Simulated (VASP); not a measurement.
Write the native input for VASP 6.6.1 that does the following.

| Property | Result |
| --- | --- |
| Task | single point |
| Functional | r2SCAN |
| Potentials or basis | VASP PAW PBE potentials, release 64 (B, N) |
| Cutoff | 520 eV |
| k mesh | 9 × 9 × 6 |
| Occupations | gaussian, width 0.01 eV |
| Spin | no spin polarisation |
| Dipole correction | no |
| Further INCAR settings | ALGO = Normal; EDIFF = 1e-06; NBANDS = 16 |

BN:

```
B N
1.0
     2.49134    0.00000    0.00000
    -1.24567    2.15756    0.00000
     0.00000    0.00000    4.00106
B N
2 2
Direct
  0.00000 0.00000 0.00000
  0.00000 0.00000 0.50000
  0.33333 0.66667 0.25000
  0.66667 0.33333 0.75000
```

The input as run:

POSCAR

```
BN
1.0
    2.4913353509      0.0000000000      0.0000000000
   -1.2456676755      2.1575597032      0.0000000000
    0.0000000000      0.0000000000      4.0010591815
B N
2 2
Direct
    0.0000000000      0.0000000000      0.0000000000
    0.0000000000      0.0000000000      0.5000000000
    0.3333333333      0.6666666667      0.2500000000
    0.6666666667      0.3333333333      0.7500000000
```

INCAR.step1

```
SYSTEM = BN
PREC     = Accurate       ! precision mode
ENCUT    = 520            ! plane-wave cutoff, eV
ISMEAR   = 0              ! smearing method
SIGMA    = 0.01           ! smearing width, eV
LREAL    = .False.        ! projectors in reciprocal space
LASPH    = .True.         ! aspherical terms in the spheres
NELM     = 100            ! most SCF steps
NBANDS   = 16             ! bands
GGA      = PE             ! functional
ALGO     = Normal         ! electronic algorithm
EDIFF    = 1E-4           ! SCF threshold, eV
LWAVE    = .True.         ! write WAVECAR
LCHARG   = .False.        ! write CHGCAR
```

INCAR.step2

```
SYSTEM = BN
PREC     = Accurate       ! precision mode
ENCUT    = 520            ! plane-wave cutoff, eV
EDIFF    = 1E-6           ! SCF threshold, eV
ISMEAR   = 0              ! smearing method
SIGMA    = 0.01           ! smearing width, eV
LREAL    = .False.        ! projectors in reciprocal space
LASPH    = .True.         ! aspherical terms in the spheres
NELM     = 100            ! most SCF steps
ALGO     = Normal         ! electronic algorithm
ISIF     = 2              ! what is computed and relaxed
LWAVE    = .False.        ! write WAVECAR
LCHARG   = .False.        ! write CHGCAR
METAGGA  = R2SCAN         ! meta-GGA
LMIXTAU  = .True.       
NBANDS   = 16             ! bands
ISTART   = 1
```

KPOINTS

```
Automatic mesh
0
Gamma
  9 9 6
  0 0 0
```

Potentials or basis: VASP PAW PBE potentials, release 64 (B, N).

Launch:

```sh
$ cat potpaw_PBE.64/B/POTCAR potpaw_PBE.64/N/POTCAR > POTCAR
$ cp INCAR.step1 INCAR
$ mpirun -np 1 vasp_std > vasp.out
$ cp INCAR.step2 INCAR
$ mpirun -np 1 vasp_std > vasp.out
```

Results of the run:

```yaml
Pressure: 0.3 GPa
Band_gap_on_the_k_mesh: 1.85 eV, indirect (least direct gap 5.67 eV)
```

Caveat: the PAW data sets were made with another functional, which shifts forces and pressure a little.

Wall time 40 s on 1 thread of AMD EPYC 9R45 96-Core Processor (Zen 5) (shared host), peak memory 0.11 GiB.
